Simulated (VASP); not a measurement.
# MgO in VASP: notebook

The runs below take MgO through single point, with PBE.

Program: VASP 6.6.1. These are calculated values, not measurements. Logs are shortened: lines on timing, memory, paths and dates and some standing lists are left out, and cuts for length are marked.

## (1) The cell of the first run

Symmetry: I4/mmm, No. 139, tetragonal system. The conventional cell has a = 2.973 Å, b = 2.973 Å, c = 4.296 Å, α = 90.00°, β = 90.00°, γ = 90.00°. Within 2.8 Å of Mg (site symmetry 4/mmm) lie 6 O at 2.10 to 2.15 Å. O (site symmetry 4/mmm) has 6 Mg at 2.10 to 2.15 Å within 2.8 Å.

## (2) Single point, PBE (uniaxial x strain +2.2%)

File INCAR:

```
SYSTEM = MgO
ALGO = Normal
EDIFF = 1E-7
ENCUT = 520
GGA = PE
ISIF = 2
ISMEAR = -1
LASPH = .TRUE.
LCHARG = .FALSE.
LREAL = .FALSE.
LWAVE = .FALSE.
NBANDS = 11
NELM = 100
PREC = Accurate
SIGMA = 0.02
```

File KPOINTS:

```
k-points
0
G
  10 10 10
  0 0 0
```

File POSCAR:

```
MgO
1.0
    0.0000000000      2.1021674166      2.1021674166
    2.1477844495      0.0000000000      2.1021674166
    2.1477844495      2.1021674166      0.0000000000
Mg O
1 1
Direct
    0.0000000000      0.0000000000      0.0000000000
    0.5000000000      0.5000000000      0.5000000000
```

Potentials or basis: VASP PAW PBE potentials, release 64 (Mg, O).

The run is started by

```bash
$ cat potpaw_PBE.64/Mg/POTCAR potpaw_PBE.64/O/POTCAR > POTCAR
$ mpirun -np 1 vasp_std > vasp.out
```

OUTCAR:

```text
SYSTEM = MgO
   EDIFF = 1E-7
   ENCUT = 520
   GGA = PE
   ISIF = 2
   ISMEAR = -1
   LASPH = .TRUE.
   LREAL = .FALSE.
   NELM = 100
   PREC = Accurate

 ion  position               nearest neighbor table
   1  0.000  0.000  0.000-   2 2.10   2 2.10   2 2.10   2 2.10   2 2.15   2 2.15
   2  0.500  0.500  0.500-   1 2.10   1 2.10   1 2.10   1 2.10   1 2.15   1 2.15

  LATTYP: Found a body centered tetragonal cell.
 ALAT       =     2.9729136709
 C/A-ratio  =     1.4449019966

  Lattice vectors:

 A1 = (   2.1477844495,   0.0000000000,   2.1021674166)
 A2 = (   2.1477844495,   0.0000000000,  -2.1021674166)
 A3 = (  -2.1477844495,   2.1021674166,   0.0000000000)

Analysis of symmetry for initial positions (statically):
=====================================================================
 Subroutine PRICEL returns:
 Original cell was already a primitive cell.

 Routine SETGRP: Setting up the symmetry group for a
 body centered tetragonal supercell.

 Subroutine GETGRP returns: Found 16 space group operations
 (whereof 16 operations were pure point group operations)
 out of a pool of 16 trial point group operations.

The static configuration has the point symmetry D_4h.

Analysis of symmetry for dynamics (positions and initial velocities):
=====================================================================
 Subroutine PRICEL returns:
 Original cell was already a primitive cell.

 Routine SETGRP: Setting up the symmetry group for a
 body centered tetragonal supercell.

 Subroutine GETGRP returns: Found 16 space group operations
 (whereof 16 operations were pure point group operations)
 out of a pool of 16 trial point group operations.

The dynamic configuration has the point symmetry D_4h.

 Subroutine INISYM returns: Found 16 space group operations
 (whereof 16 operations are pure point group operations),
 and found     1 'primitive' translations

----------------------------------------------------------------------------------------

                                     Primitive cell

  volume of cell :      18.9826

  direct lattice vectors                    reciprocal lattice vectors
     0.000000000  2.102167417  2.102167417    -0.232798035  0.237849753  0.237849753
     2.147784450  0.000000000  2.102167417     0.232798035 -0.237849753  0.237849753
     2.147784450  2.102167417  0.000000000     0.232798035  0.237849753 -0.237849753

  length of vectors
     2.972913671  3.005342890  3.005342890     0.409072041  0.409072041  0.409072041

  position of ions in fractional coordinates (direct lattice)
     0.000000000  0.000000000  0.000000000
     0.500000000  0.500000000  0.500000000

  ion indices of the primitive-cell ions
   primitive index   ion index
                 1           1
                 2           2

----------------------------------------------------------------------------------------

 KPOINTS: k-points

Automatic generation of k-mesh.
 Grid dimensions read from file:
 generate k-points for:   10   10   10

 Generating k-lattice:

  Cartesian coordinates                     Fractional coordinates (reciprocal lattice)
    -0.023279804  0.023784975  0.023784975     0.100000000  0.000000000  0.000000000
     0.023279804 -0.023784975  0.023784975     0.000000000  0.100000000  0.000000000
     0.023279804  0.023784975 -0.023784975     0.000000000  0.000000000  0.100000000

  Length of vectors
     0.040907204  0.040907204  0.040907204

  Shift w.r.t. Gamma in fractional coordinates (k-lattice)
     0.000000000  0.000000000  0.000000000

 Subroutine IBZKPT returns following result:
 ===========================================

 Found    102 irreducible k-points:

 Following reciprocal coordinates:
            Coordinates               Weight
  0.000000  0.000000  0.000000      1.000000
  0.100000  0.000000  0.000000      8.000000
  0.200000  0.000000  0.000000      8.000000
  0.300000  0.000000  0.000000      8.000000
  0.400000  0.000000  0.000000      8.000000
  0.500000 -0.000000 -0.000000      4.000000
[... 16 lines left out ...]
  0.300000  0.300000  0.000000      4.000000
  0.400000  0.300000  0.000000     16.000000
 [... further k-points ...]
   k-points           NKPTS =    102   k-points in BZ     NKDIM =    102   number of bands    NBANDS=     11
   number of dos      NEDOS =    301   number of ions     NIONS =      2
   total plane-waves  NPLWV =  13824
   dimension x,y,z NGX =    24 NGY =   24 NGZ =   24
   dimension x,y,z NGXF=    48 NGYF=   48 NGZF=   48
   ions per type =               1   1
   NGX,Y,Z   is equivalent  to a cutoff of  13.42, 13.28, 13.28 a.u.
   NGXF,Y,Z  is equivalent  to a cutoff of  26.84, 26.55, 26.55 a.u.
 SYSTEM =  MgO
   PREC   = accura    normal or accurate (medium, high low for compatibility)
   ISTART =      0    job   : 0-new  1-cont  2-samecut
   ICHARG =      2    charge: 1-file 2-atom 10-const
   ISPIN  =      1    spin polarized calculation?
   LNONCOLLINEAR =      F non collinear calculations
   LSORBIT =      F    spin-orbit coupling
   LASPH  =      T    aspherical Exc in radial PAW
   ENCUT  =  520.0 eV  38.22 Ry    6.18 a.u.   5.53  5.59  5.59*2*pi/ulx,y,z
   NELM   =    100;   NELMIN=  2; NELMDL= -5     # of ELM steps
   EDIFF  = 0.1E-06   stopping-criterion for ELM
   LREAL  =      F    real-space projection
   EDIFFG = 0.1E-05   stopping-criterion for IOM
   NSW    =      0    number of steps for IOM
   IBRION =     -1    ionic relax: 0-MD 1-quasi-New 2-CG
   NFREE  =      0    steps in history (QN), initial steepest desc. (CG)
   ISIF   =      2    stress and relaxation
   ISYM   =      2    0-nonsym 1-usesym 2-fastsym
   POTIM  = 0.5000    time-step for ionic-motion
   TEBEG  =    0.0;   TEEND  =   0.0 temperature during run
   PSTRESS=    0.0 pullay stress
   NELECT =       8.0000    total number of electrons
   NUPDOWN=      -1.0000    fix difference up-down
   EMIN   =  10.00;   EMAX   =-10.00  energy-range for DOS
   EFERMI =   0.00;   METHOD = LEGACY
   ISMEAR =    -1;   SIGMA  =   0.02  broadening in eV -4-tet -1-fermi 0-gaus
   EFERMI_NEDOS =   21; number of points for ismear=-14 and -15
   IALGO  =     38    algorithm
   IMIX   =      4    mixing-type and parameters
     AMIX     =   0.40;   BMIX     =  1.00
     AMIX_MAG =   1.60;   BMIX_MAG =  1.00
  volume/ion in A,a.u.               =       9.49        64.05
  Fermi-wavevector in a.u.,A,eV,Ry     =   1.227401  2.319451 20.497349  1.506513
  Thomas-Fermi vector in A             =   2.362366
   LORBIT       =      0    0 simple, 1 ext, 2 COOP (PROOUT), +10 PAW based schemes
   GGA     = PE    functional components
   LHFCALC =     F    Hartree Fock is set to
   AEXX    =    0.0000 exact exchange contribution
   IVDW    =     0    specifies the selected vdW correction
   LEPSILON=     F    determine dielectric tensor
   LRPA    =     F    only Hartree local field effects (RPA)
 non-spin polarized calculation
  energy-cutoff  :      520.00
  volume of cell :       18.98
 maximum number of plane-waves:       532
 NGX is ok and might be reduce to    24
   NGX = 11   NGY = 11   NGZ = 11

 number of electron       8.0000004 magnetization

 Free energy of the ion-electron system (eV)
  ---------------------------------------------------
  ext. energy  EPLUGINS =         0.00000000
  ---------------------------------------------------
  free energy    TOTEN  =       -11.90744092 eV

  energy without entropy =      -11.90744092  energy(sigma->0) =      -11.90744092

 E-fermi :   3.5387     XC(G=0): -11.0026

 val. band max:        3.0971672858   @ k =   0.0000   0.0000   0.0000
 cond. band min:       7.6373533738   @ k =   0.0000   0.0000   0.0000
 fundamental gap:      4.5401860880
 Fermi energy:         3.5387343641

 k-point     1 :       0.0000    0.0000    0.0000
  band No.  band energies     occupation
      1     -14.1157      2.00000
      2       3.0517      2.00000
      3       3.0517      2.00000
      4       3.0972      2.00000
      5       7.6374      0.00000
      6      18.6327      0.00000
      7      18.8572      0.00000
      8      18.8572      0.00000
      9      22.6583      0.00000
     10      24.0702      0.00000
     11      24.7572      0.00000

 k-point     2 :       0.1000    0.0000    0.0000
  band No.  band energies     occupation
      1     -14.0129      2.00000
      2       2.4172      2.00000
      3       2.9901      2.00000
      4       3.0131      2.00000
      5       8.2679      0.00000
      6      17.5340      0.00000
      7      18.9348      0.00000
      8      19.0971      0.00000
      9      23.3551      0.00000
     10      23.9604      0.00000
     11      24.2866      0.00000

 k-point     3 :       0.2000    0.0000    0.0000
  band No.  band energies     occupation
      1     -13.7304      2.00000
      2       1.1130      2.00000
      3       2.8338      2.00000
      4       2.8357      2.00000
      5       9.4658      0.00000
      6      16.0169      0.00000
      7      19.3526      0.00000
      8      19.6006      0.00000
      9      22.7430      0.00000
     10      23.1842      0.00000
     11      25.0866      0.00000
[... 267 lines left out ...]
 k-point    23 :       0.3000    0.3000    0.0000
  band No.  band energies     occupation
      1     -13.1383      2.00000
      2      -0.0406      2.00000
      3       2.0721      2.00000
      4       2.1832      2.00000
      5      11.7506      0.00000
      6      13.4205      0.00000
      7      17.4472      0.00000
      8      20.6134      0.00000
      9      20.8629      0.00000
     10      26.9080      0.00000
     11      30.2934      0.00000

 k-point    24 :       0.4000    0.3000    0.0000
  band No.  band energies     occupation
      1     -12.8980      2.00000
      2      -0.4510      2.00000
      3       1.7597      2.00000
      4       1.9927      2.00000
      5      12.4768      0.00000
      6      13.1404      0.00000
      7      16.6041      0.00000
      8      20.8799      0.00000
      9      21.2557      0.00000
     10      27.6560      0.00000
     11      29.8538      0.00000

 [... further k-points ...]

------------------------ aborting loop because EDIFF is reached ----------------------------------------

  FORCE on cell =-STRESS in cart. coord.  units (eV):
  Direction    XX          YY          ZZ          XY          YZ          ZX
  --------------------------------------------------------------------------------------
  -------------------------------------------------------------------------------------
  Total       -0.1380333      0.3364033      0.3364033      0.0000000      0.0000000      0.0000000
  in kB      -11.6503534     28.3932824     28.3932824      0.0000000      0.0000000      0.0000000
  external PRESSURE =      15.0454038 kB  Pullay stress =       0.0000000 kB

 VOLUME and BASIS-vectors are now :
 -----------------------------------------------------------------------------
  energy-cutoff  :      520.00
  volume of cell :       18.98
      direct lattice vectors                 reciprocal lattice vectors
     0.000000000  2.102167417  2.102167417    -0.232798035  0.237849753  0.237849753
     2.147784450  0.000000000  2.102167417     0.232798035 -0.237849753  0.237849753
     2.147784450  2.102167417  0.000000000     0.232798035  0.237849753 -0.237849753

 POSITION                                       TOTAL-FORCE (eV/Angst)
 -----------------------------------------------------------------------------------
      0.00000      0.00000      0.00000         0.000000     -0.000000     -0.000000
      2.14778      2.10217      2.10217         0.000000      0.000000      0.000000
 -----------------------------------------------------------------------------------
    total drift:                               -0.000000     -0.000000      0.000000

  FREE ENERGIE OF THE ION-ELECTRON SYSTEM (eV)
  ---------------------------------------------------
  free  energy   TOTEN  =       -11.9074409157 eV

  energy  without entropy=      -11.9074409157  energy(sigma->0) =      -11.90744092
```

Run time: 9.4 s. Hardware: 1 thread of Intel Xeon Platinum 8375C at 2.90GHz (Ice Lake), shared host; peak memory 0.15 GiB.

What came out:

```
Free energy            : -11.9074 eV
Pressure               : 1.5 GPa
Band gap on the k mesh : 4.54 eV, direct
```

Stress tensor (GPa, compression positive):
```
-1.17  0.00  0.00
 0.00  2.84  0.00
 0.00  0.00  2.84
```

Caveat: the cell differs from its parent crystal (uniaxial x strain +2.2%).

## (3) Single point, PBE (epitaxial 111 strain -5.2%)

File INCAR:

```
PREC = Accurate
ENCUT = 520
EDIFF = 1E-6
ISMEAR = -1
SIGMA = 0.02
LREAL = F
LASPH = T
NELM = 60
ALGO = Normal
ISIF = 2
LWAVE = F
LCHARG = F
GGA = PE
NBANDS = 11
```

File KPOINTS:

```
regular mesh
0
Gamma
  10 10 10
```

File POSCAR:

```
MgO
1.0
    0.0964555237      2.0903613184      2.0903613184
    2.0903613184      0.0964555237      2.0903613184
    2.0903613184      2.0903613184      0.0964555237
Mg O
1 1
Direct
    0.0000000000      0.0000000000      0.0000000000
    0.5000000000      0.5000000000      0.5000000000
```

Potentials or basis: VASP PAW PBE potentials, release 64 (Mg, O).

The run is started by

```bash
$ cat potpaw_PBE.64/Mg/POTCAR potpaw_PBE.64/O/POTCAR > POTCAR
$ mpirun -np 1 vasp_std > vasp.out
```

Run time: 9.4 s. Hardware: 1 thread of Intel Xeon Platinum 8375C at 2.90GHz (Ice Lake), shared host; peak memory 0.15 GiB.

The run converged. Its results:

| Property | Result |
| --- | --- |
| Free energy | -11.7085 eV |
| Pressure | 23.1 GPa |
| Band gap on the k mesh | 5.38 eV, direct |

Stress tensor (GPa, compression positive):
```
23.14 -8.43 -8.43
-8.43 23.14 -8.43
-8.43 -8.43 23.14
```

Levels at points of the mesh, in eV from the valence-band top:
```tsv
k point	band 1	band 2	band 3	band 4	band 5	band 6	band 7	band 8	band 9
(0.00, 0.00, 0.00)	-17.99	-0.62	0.00	0.00	5.38	14.86	16.84	16.84	20.17
(0.50, 0.00, 0.00)	-16.37	-5.18	-1.29	-0.86	8.05	13.66	16.36	17.25	21.83
(0.50, 0.50, 0.00)	-16.15	-4.70	-1.99	-1.38	8.83	10.98	13.79	19.86	20.69
(0.50, 0.50, 0.50)	-16.65	-5.53	-0.63	-0.63	8.85	12.65	18.15	18.15	22.75
```

Caveat: the cell differs from its parent crystal (epitaxial 111 strain -5.2%).

## (4) Single point, PBE (strain along [111] +4.5%)

File INCAR:

```
PREC = Accurate ; ENCUT = 520
EDIFF = 1E-7 ; ISMEAR = -1
SIGMA = 0.02 ; LREAL = False
LASPH = True ; NELM = 60
ALGO = Normal ; ISIF = 2
LWAVE = False ; LCHARG = True
GGA = PE ; LELF = True
LVHAR = True ; NBANDS = 11
```

File KPOINTS:

```
Automatic mesh
0
Gamma
  10 10 10
```

File POSCAR:

```
MgO
1.0
    0.0632051670      2.1653725836      2.1653725836
    2.1653725836      0.0632051670      2.1653725836
    2.1653725836      2.1653725836      0.0632051670
Mg O
1 1
Direct
    0.0000000000      0.0000000000      0.0000000000
    0.5000000000      0.5000000000      0.5000000000
```

The run is started by

```bash
$ cat potpaw_PBE.64/Mg/POTCAR potpaw_PBE.64/O/POTCAR > POTCAR
$ mpirun -np 1 vasp_std > vasp.out
```

It took 12 s on 1 thread of Intel Xeon Platinum 8375C at 2.90GHz (Ice Lake), shared host; peak memory 0.16 GiB.

Results (log left out):

- Free energy: -11.8873 eV
- Pressure: -2.0 GPa
- Band gap on the k mesh: 4.21 eV, direct

Stress tensor (GPa, compression positive):
```
-2.02 -4.41 -4.41
-4.41 -2.02 -4.41
-4.41 -4.41 -2.02
```

Levels at points of the mesh, in eV from the valence-band top:
| k point | band 2 | band 3 | band 4 | band 5 | band 6 | band 7 |
| --- | --- | --- | --- | --- | --- | --- |
| (0.00, 0.00, 0.00) | -0.34 | 0.00 | 0.00 | 4.21 | 14.69 | 15.88 |
| (0.50, 0.00, 0.00) | -4.51 | -0.90 | -0.66 | 7.42 | 12.18 | 15.36 |
| (0.50, 0.50, 0.00) | -4.04 | -1.58 | -1.24 | 8.77 | 9.63 | 12.53 |
| (0.50, 0.50, 0.50) | -4.73 | -0.54 | -0.54 | 7.83 | 11.57 | 16.42 |

Caveat: the cell differs from its parent crystal (strain along [111] +4.5%).

## (5) The runs side by side

```tsv
cell	gap on the mesh (eV)	pressure (GPa)
a = 2.973, b = 3.005, c = 3.005 Å, angles 59.3, 60.4, 60.4°, 2 atoms	4.54	1.5
a = 2.958 Å, angles 56.9°, 2 atoms	5.38	23.1
a = 3.063 Å, angles 58.1°, 2 atoms	4.21	-2.0
```

Alike in all rows: task single point; level PBE; potentials or basis VASP PAW PBE potentials, release 64 (Mg, O); no spin polarisation; k mesh 10 × 10 × 10; cutoff (eV) 520; smearing fermi-dirac 0.02 eV.

Total energies depend on the potentials used, so only differences within one code and one set of settings carry meaning.
